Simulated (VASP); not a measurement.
# CuO (Tenorite) (Cc) in VASP: a series of runs

CuO (Tenorite) is run at these levels: PBEsol, LDA; tasks: single point.

Program: VASP 6.6.1. These are calculated values, not measurements. Logs are shortened: lines on timing, memory, paths and dates and some standing lists are left out, and cuts for length are marked.

### Step 1. The cell of the first run

It takes space group Cc (No. 9, monoclinic). Conventional cell: a = 4.626 Å, b = 3.380 Å, c = 5.063 Å, α = 90.00°, β = 99.65°, γ = 90.00°. Cu (site symmetry 1) has 4 O at 1.88 to 1.99 Å within 2.5 Å. Within 2.5 Å of O (site symmetry 1) lie 4 Cu at 1.88 to 1.99 Å.

### Step 2. Single point, PBEsol (volume scaled by 0.96)

The input, INCAR:

```
SYSTEM = CuO
PREC = Accurate
ENCUT = 520
EDIFF = 1E-6
ISMEAR = -1
SIGMA = 0.05
LREAL = .FALSE.
LASPH = .TRUE.
NELM = 60
ALGO = Normal
ISIF = 2
LWAVE = .FALSE.
LCHARG = .FALSE.
GGA = PS
NBANDS = 25
```

The input, KPOINTS:

```
Automatic mesh
0
G
  10 10 5
  0 0 0
```

The input, POSCAR:

```
CuO
1.0
    2.3129616560     -1.6902431073      0.0000000000
    2.3129616560      1.6902431073      0.0000000000
   -0.8489238166      0.0000000000      4.9910572484
Cu O
2 2
Direct
    0.4968000000      0.0032000000      0.5000000000
    0.0032000000      0.4968000000      0.0000000000
    0.4056000000      0.5714000000      0.7537000000
    0.5714000000      0.4056000000      0.2537000000
```

Potentials or basis: VASP PAW PBE potentials, release 64 (Cu, O).

The run is started by

```
$ cat potpaw_PBE.64/Cu/POTCAR potpaw_PBE.64/O/POTCAR > POTCAR
$ mpirun -np 1 vasp_std > vasp.out
```

OUTCAR:

```text
SYSTEM = CuO
   PREC = Accurate
   ENCUT = 520
   EDIFF = 1E-6
   ISMEAR = -1
   LREAL = .FALSE.
   LASPH = .TRUE.
   NELM = 60
   ISIF = 2
   GGA = PS

 ion  position               nearest neighbor table
   1  0.497  0.003  0.500-   4 1.88   3 1.91   4 1.95   3 1.99
   2  0.003  0.497  0.000-   3 1.88   4 1.91   3 1.95   4 1.99
   3  0.406  0.571  0.754-   2 1.88   1 1.91   2 1.95   1 1.99
   4  0.571  0.406  0.254-   1 1.88   2 1.91   1 1.95   2 1.99

  LATTYP: Found a base centered monoclinic cell.
 ALAT       =     4.6259233120
 B/A-ratio  =     0.7307700510
 C/A-ratio  =     1.0944277398
 COS(beta)  =    -0.1676807457

  Lattice vectors:

 A1 = (   2.3129616560,  -1.6902431073,   0.0000000000)
 A2 = (   2.3129616560,   1.6902431073,   0.0000000000)
 A3 = (  -0.8489238166,   0.0000000000,   4.9910572484)

Analysis of symmetry for initial positions (statically):
=====================================================================
 Subroutine PRICEL returns:
 Original cell was already a primitive cell.

 Routine SETGRP: Setting up the symmetry group for a
 base centered monoclinic supercell.

 Subroutine GETGRP returns: Found  2 space group operations
 (whereof  1 operations were pure point group operations)
 out of a pool of  4 trial point group operations.

The static configuration has the point symmetry C_1 .
 The point group associated with its full space group is C_1h.

Analysis of symmetry for dynamics (positions and initial velocities):
=====================================================================
 Subroutine PRICEL returns:
 Original cell was already a primitive cell.

 Routine SETGRP: Setting up the symmetry group for a
 base centered monoclinic supercell.

 Subroutine GETGRP returns: Found  2 space group operations
 (whereof  1 operations were pure point group operations)
 out of a pool of  4 trial point group operations.

The dynamic configuration has the point symmetry C_1 .
 The point group associated with its full space group is C_1h.

 Subroutine INISYM returns: Found  2 space group operations
 (whereof  1 operations are pure point group operations),
 and found     1 'primitive' translations

----------------------------------------------------------------------------------------

[... 87 lines left out ...]
   PREC   = accura    normal or accurate (medium, high low for compatibility)
   ISTART =      0    job   : 0-new  1-cont  2-samecut
   ICHARG =      2    charge: 1-file 2-atom 10-const
   ISPIN  =      1    spin polarized calculation?
   LNONCOLLINEAR =      F non collinear calculations
   LSORBIT =      F    spin-orbit coupling
   LASPH  =      T    aspherical Exc in radial PAW
   ENCUT  =  520.0 eV  38.22 Ry    6.18 a.u.   5.33  5.33  9.41*2*pi/ulx,y,z
   NELM   =     60;   NELMIN=  2; NELMDL= -5     # of ELM steps
   EDIFF  = 0.1E-05   stopping-criterion for ELM
   LREAL  =      F    real-space projection
   EDIFFG = 0.1E-04   stopping-criterion for IOM
   NSW    =      0    number of steps for IOM
   IBRION =     -1    ionic relax: 0-MD 1-quasi-New 2-CG
   NFREE  =      0    steps in history (QN), initial steepest desc. (CG)
   ISIF   =      2    stress and relaxation
   ISYM   =      2    0-nonsym 1-usesym 2-fastsym
   POTIM  = 0.5000    time-step for ionic-motion
   TEBEG  =    0.0;   TEEND  =   0.0 temperature during run
   PSTRESS=    0.0 pullay stress
   NELECT =      34.0000    total number of electrons
   NUPDOWN=      -1.0000    fix difference up-down
   EMIN   =  10.00;   EMAX   =-10.00  energy-range for DOS
   EFERMI =   0.00;   METHOD = LEGACY
   ISMEAR =    -1;   SIGMA  =   0.05  broadening in eV -4-tet -1-fermi 0-gaus
   EFERMI_NEDOS =   21; number of points for ismear=-14 and -15
   IALGO  =     38    algorithm
   IMIX   =      4    mixing-type and parameters
     AMIX     =   0.40;   BMIX     =  1.00
     AMIX_MAG =   1.60;   BMIX_MAG =  1.00
  volume/ion in A,a.u.               =       9.76        65.84
  Fermi-wavevector in a.u.,A,eV,Ry     =   1.563584  2.954744 33.263434  2.444793
  Thomas-Fermi vector in A             =   2.666333
   LORBIT       =      0    0 simple, 1 ext, 2 COOP (PROOUT), +10 PAW based schemes
   GGA     = PS    functional components
   LHFCALC =     F    Hartree Fock is set to
   AEXX    =    0.0000 exact exchange contribution
   IVDW    =     0    specifies the selected vdW correction
   LEPSILON=     F    determine dielectric tensor
   LRPA    =     F    only Hartree local field effects (RPA)
 non-spin polarized calculation
  energy-cutoff  :      520.00
  volume of cell :       39.02
 maximum number of plane-waves:      1071
 NGX is ok and might be reduce to    24
   NGX = 11   NGY = 11   NGZ = 19

 number of electron      34.0000007 magnetization

 Free energy of the ion-electron system (eV)
  ---------------------------------------------------
  ext. energy  EPLUGINS =         0.00000000
  ---------------------------------------------------
  free energy    TOTEN  =       -21.28425883 eV

  energy without entropy =      -21.26568491  energy(sigma->0) =      -21.27497187

 E-fermi :   6.0767     XC(G=0): -12.4035

 val. band max:        6.0635919735   @ k =   0.5000   0.1000   0.2000
 cond. band min:       6.0851810091   @ k =   0.4000   0.2000   0.4000
 fundamental gap:      0.0215890356
 Fermi energy:         6.0767223767

 k-point     1 :       0.0000    0.0000    0.0000
  band No.  band energies     occupation
      1     -14.1614      2.00000
      2     -12.6976      2.00000
      3      -2.5281      2.00000
      4       0.2086      2.00000
      5       0.5846      2.00000
      6       2.4783      2.00000
[... 661 lines left out ...]
     24      19.5994      0.00000
     25      20.5964      0.00000

 [... further k-points ...]
[... 5 lines left out ...]
  --------------------------------------------------------------------------------------
  -------------------------------------------------------------------------------------
  Total        1.4335110      1.4553635      1.4066536      0.0000000      0.0000000     -0.5704022
  in kB       58.8533885     59.7505519     57.7507433      0.0000000      0.0000000    -23.4180968
  external PRESSURE =      58.7848946 kB  Pullay stress =       0.0000000 kB

 VOLUME and BASIS-vectors are now :
 -----------------------------------------------------------------------------
  energy-cutoff  :      520.00
  volume of cell :       39.02
      direct lattice vectors                 reciprocal lattice vectors
     2.312961656 -1.690243107  0.000000000     0.216173061 -0.295815435  0.036768655
     2.312961656  1.690243107  0.000000000     0.216173061  0.295815435  0.036768655
    -0.848923817  0.000000000  4.991057248     0.000000000  0.000000000  0.200358351

 POSITION                                       TOTAL-FORCE (eV/Angst)
 -----------------------------------------------------------------------------------
      0.73202     -0.83430      2.49553        -0.717516     -0.406666      0.282215
      1.15648      0.83430      0.00000        -0.717516      0.406666      0.282215
      1.61993      0.28024      3.76176         0.717516     -0.235733     -0.282215
      2.04439     -0.28024      1.26623         0.717516      0.235733     -0.282215
 -----------------------------------------------------------------------------------
    total drift:                                0.000099      0.000000      0.000277

  FREE ENERGIE OF THE ION-ELECTRON SYSTEM (eV)
  ---------------------------------------------------
  free  energy   TOTEN  =       -21.2842588315 eV

  energy  without entropy=      -21.2656849120  energy(sigma->0) =      -21.27497187
```

OSZICAR:

```text
N       E                     dE             d eps       ncg     rms          rms(c)
DAV:   1     0.287372468693E+03    0.28737E+03   -0.16536E+04  7610   0.219E+03
DAV:   2     0.750018390198E+01   -0.27987E+03   -0.25825E+03  7154   0.397E+02
DAV:   3    -0.261294136298E+02   -0.33630E+02   -0.31826E+02  8759   0.153E+02
DAV:   4    -0.272153461108E+02   -0.10859E+01   -0.10807E+01  8564   0.295E+01
DAV:   5    -0.272349271775E+02   -0.19581E-01   -0.19571E-01  9069   0.352E+00    0.173E+01
DAV:   6    -0.246262177166E+02    0.26087E+01   -0.35167E+01  9926   0.156E+02    0.129E+01
DAV:   7    -0.212422566248E+02    0.33840E+01   -0.95563E+00  8526   0.115E+02    0.256E+00
DAV:   8    -0.213285517807E+02   -0.86295E-01   -0.14242E+00  7585   0.826E+00    0.164E+00
DAV:   9    -0.212880306768E+02    0.40521E-01   -0.50630E-02 12044   0.633E+00    0.441E-01
DAV:  10    -0.212851821830E+02    0.28485E-02   -0.11264E-02 10318   0.147E+00    0.320E-01
DAV:  11    -0.212842161405E+02    0.96604E-03   -0.52916E-03 10824   0.710E-01    0.470E-02
DAV:  12    -0.212842429630E+02   -0.26823E-04   -0.29096E-04  9214   0.188E-01    0.357E-02
DAV:  13    -0.212842601750E+02   -0.17212E-04   -0.17543E-05 10304   0.585E-02    0.897E-03
DAV:  14    -0.212842589414E+02    0.12336E-05   -0.87289E-07  5565   0.185E-02    0.558E-03
DAV:  15    -0.212842588315E+02    0.10988E-06   -0.38025E-06  5812   0.170E-02
   1 F= -.21284259E+02 E0= -.21274972E+02  d E =-.185739E-01
```

Run time: 72 s. Hardware: 1 thread of AMD EPYC 9R45 (Zen 5), shared host; peak memory 0.21 GiB.

What came out:

```yaml
Free_energy: -21.2843 eV
Pressure: 5.9 GPa
Largest_force: 0.872 eV/Å
Band_gap_on_the_k_mesh: zero (band 17 reaches 6.36 eV, above the bottom of band 18 at 5.75 eV)
```

Forces in eV/Å, atoms in the order of the input:
```
Cu  -0.718 -0.407  0.282
Cu  -0.718  0.407  0.282
O    0.718 -0.236 -0.282
O    0.718  0.236 -0.282
```

Levels at points of the mesh, in eV from the Fermi level:
| k point | band 14 | band 15 | band 16 | band 17 | band 18 | band 19 | band 20 | band 21 |
| --- | --- | --- | --- | --- | --- | --- | --- | --- |
| (0.00, 0.00, 0.00) | -2.33 | -2.24 | -1.72 | 0.23 | 0.96 | 1.81 | 5.96 | 8.35 |
| (0.50, 0.00, 0.00) | -1.67 | -1.56 | -1.46 | -0.04 | 0.29 | 4.79 | 6.38 | 7.09 |
| (0.50, 0.50, 0.00) | -2.23 | -1.72 | -1.27 | -0.67 | 1.12 | 3.15 | 7.11 | 8.55 |

Caveat: the PAW data sets were made with another functional, which shifts forces and pressure a little; semilocal functionals often make such compounds metallic where correlation or magnetic order opens a gap, which also shifts bond lengths.

### Step 3. Single point, LDA (volume scaled by 0.98)

The input, INCAR:

```
ALGO = Normal ; EDIFF = 1E-6
ENCUT = 520 ; GGA = CA
ISIF = 2 ; ISMEAR = -1
LASPH = T ; LCHARG = F
LREAL = F ; LWAVE = F
NBANDS = 25 ; NELM = 100
PREC = Accurate ; SIGMA = 0.05
```

The input, KPOINTS:

```
k-points
0
Gamma
  10 10 5
```

The input, POSCAR:

```
CuO
1.0
    2.3289136198     -1.7019003246      0.0000000000
    2.3289136198      1.7019003246      0.0000000000
   -0.8547786486      0.0000000000      5.0254794206
Cu O
2 2
Direct
    0.4968000000      0.0032000000      0.5000000000
    0.0032000000      0.4968000000      0.0000000000
    0.4056000000      0.5714000000      0.7537000000
    0.5714000000      0.4056000000      0.2537000000
```

Potentials or basis: VASP PAW LDA potentials, release 64 (Cu, O).

The run is started by

```
$ cat potpaw_LDA.64/Cu/POTCAR potpaw_LDA.64/O/POTCAR > POTCAR
$ mpirun -np 1 vasp_std > vasp.out
```

Wall time 70 s (1 thread of AMD EPYC 9R45 (Zen 5), shared host); peak memory 0.2 GiB.

It converged, with:

```
Free energy            : -23.1399 eV
Pressure               : -5.3 GPa
Largest force          : 0.793 eV/Å
Band gap on the k mesh : zero (band 17 reaches 5.90 eV, above the bottom of band 18 at 5.29 eV)
```

Forces in eV/Å, atoms in the order of the input:
```
Cu  -0.634 -0.340  0.242
Cu  -0.634  0.340  0.242
O    0.634 -0.410 -0.242
O    0.634  0.410 -0.242
```

Stress tensor (GPa, compression positive):
```
-5.92  0.00 -0.87
 0.00 -2.81  0.00
-0.87  0.00 -7.16
```

Levels at points of the mesh, in eV from the Fermi level:
| k point | band 13 | band 14 | band 15 | band 16 | band 17 | band 18 | band 19 | band 20 | band 21 | band 22 |
| --- | --- | --- | --- | --- | --- | --- | --- | --- | --- | --- |
| (0.00, 0.00, 0.00) | -2.38 | -2.27 | -2.19 | -1.67 | 0.24 | 0.94 | 1.81 | 6.01 | 8.20 | 13.27 |
| (0.50, 0.00, 0.00) | -2.08 | -1.62 | -1.51 | -1.42 | -0.04 | 0.29 | 4.79 | 6.34 | 6.99 | 11.09 |
| (0.50, 0.50, 0.00) | -2.18 | -2.18 | -1.71 | -1.24 | -0.65 | 1.09 | 3.25 | 7.01 | 8.50 | 10.05 |

Caveat: semilocal functionals often make such compounds metallic where correlation or magnetic order opens a gap, which also shifts bond lengths.

### Step 4. Single point, PBEsol (volume scaled by 0.98)

The input, INCAR:

```
SYSTEM = CuO
PREC     = Accurate       ! precision mode
ENCUT    = 520            ! plane-wave cutoff, eV
EDIFF    = 1E-6           ! SCF threshold, eV
ISMEAR   = -1             ! smearing method
SIGMA    = 0.05           ! smearing width, eV
LREAL    = .FALSE.        ! projectors in reciprocal space
LASPH    = .TRUE.         ! aspherical terms in the spheres
NELM     = 60             ! most SCF steps
ALGO     = Normal         ! electronic algorithm
ISIF     = 2              ! what is computed and relaxed
LWAVE    = .FALSE.        ! write WAVECAR
LCHARG   = .FALSE.        ! write CHGCAR
GGA      = PS             ! functional
NBANDS   = 25             ! bands
```

The input, KPOINTS:

```
regular mesh
0
G
  10 10 5
  0 0 0
```

POSCAR is that of step 3.

Potentials or basis: VASP PAW PBE potentials, release 64 (Cu, O).

The run is started by

```
$ cat potpaw_PBE.64/Cu/POTCAR potpaw_PBE.64/O/POTCAR > POTCAR
$ mpirun -np 1 vasp_std > vasp.out
```

Run time: 70 s. Hardware: 1 thread of AMD EPYC 9R45 (Zen 5), shared host; peak memory 0.21 GiB.

Results (log left out):

```
Free energy            : -21.3043 eV
Pressure               : 1.7 GPa
Largest force          : 0.804 eV/Å
Band gap on the k mesh : zero (band 17 reaches 6.07 eV, above the bottom of band 18 at 5.46 eV)
```

Forces in eV/Å, atoms in the order of the input:
```
Cu  -0.666 -0.369  0.259
Cu  -0.666  0.369  0.259
O    0.666 -0.304 -0.259
O    0.666  0.304 -0.259
```

Stress tensor (GPa, compression positive):
```
 1.53  0.00 -1.72
 0.00  2.75  0.00
-1.72  0.00  0.86
```

Levels at points of the mesh, in eV from the Fermi level:
```
           k point  band 13  band 14  band 15  band 16  band 17  band 18  band 19  band 20  band 21  band 22
(0.00, 0.00, 0.00)    -2.37    -2.26    -2.18    -1.67     0.23     0.94     1.73     5.94     8.23    13.32
(0.50, 0.00, 0.00)    -2.08    -1.62    -1.51    -1.42    -0.03     0.29     4.80     6.30     7.00    11.11
(0.50, 0.50, 0.00)    -2.17    -2.16    -1.70    -1.23    -0.65     1.10     3.21     7.04     8.52    10.09
```

Caveat: the PAW data sets were made with another functional, which shifts forces and pressure a little; semilocal functionals often make such compounds metallic where correlation or magnetic order opens a gap, which also shifts bond lengths.

(Continued in part 2 of 2.)
